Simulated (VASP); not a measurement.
Input of a VASP 6.6.1 run:

File POSCAR:

```
BN
1.0
    0.0000000000      1.8402222611      1.8402222611
    1.8402222611      0.0000000000      1.8402222611
    1.8402222611      1.8402222611      0.0000000000
B N
1 1
Direct
    0.0000000000      0.0000000000      0.0000000000
    0.2500000000      0.2500000000      0.2500000000
```

File INCAR.step1:

```
SYSTEM = BN
ALGO     = Normal         ! electronic algorithm
EDIFF    = 1E-4           ! SCF threshold, eV
ENCUT    = 520            ! plane-wave cutoff, eV
GGA      = PE             ! functional
ISMEAR   = 0              ! smearing method
LASPH    = .TRUE.         ! aspherical terms in the spheres
LCHARG   = .FALSE.        ! write CHGCAR
LREAL    = .FALSE.        ! projectors in reciprocal space
LWAVE    = .TRUE.         ! write WAVECAR
NBANDS   = 11             ! bands
NELM     = 60             ! most SCF steps
PREC     = Accurate       ! precision mode
SIGMA    = 0.01           ! smearing width, eV
```

File INCAR.step2:

```
SYSTEM = BN
ALGO     = Normal         ! electronic algorithm
EDIFF    = 1E-6           ! SCF threshold, eV
ENCUT    = 520            ! plane-wave cutoff, eV
ISIF     = 2              ! what is computed and relaxed
ISMEAR   = 0              ! smearing method
ISTART   = 1            
LASPH    = .TRUE.         ! aspherical terms in the spheres
LCHARG   = .FALSE.        ! write CHGCAR
LMIXTAU  = .TRUE.       
LREAL    = .FALSE.        ! projectors in reciprocal space
LWAVE    = .FALSE.        ! write WAVECAR
METAGGA  = R2SCAN         ! meta-GGA
NBANDS   = 11             ! bands
NELM     = 60             ! most SCF steps
PREC     = Accurate       ! precision mode
SIGMA    = 0.01           ! smearing width, eV
```

The input KPOINTS:

```
k-points
0
G
  10 10 10
  0 0 0
```

Potentials or basis: VASP PAW PBE potentials, release 64 (B, N).

Run with:

```sh
$ cat potpaw_PBE.64/B/POTCAR potpaw_PBE.64/N/POTCAR > POTCAR
$ cp INCAR.step1 INCAR
$ mpirun -np 1 vasp_std > vasp.out
$ cp INCAR.step2 INCAR
$ mpirun -np 1 vasp_std > vasp.out
```

Estimate the band gap on the k mesh.

4.91 eV, indirect (least direct gap 9.26 eV).

What does it give for the pressure?

-19.6 GPa.

Caveat: the PAW data sets were made with another functional, which shifts forces and pressure a little. A k mesh can miss the band edges.
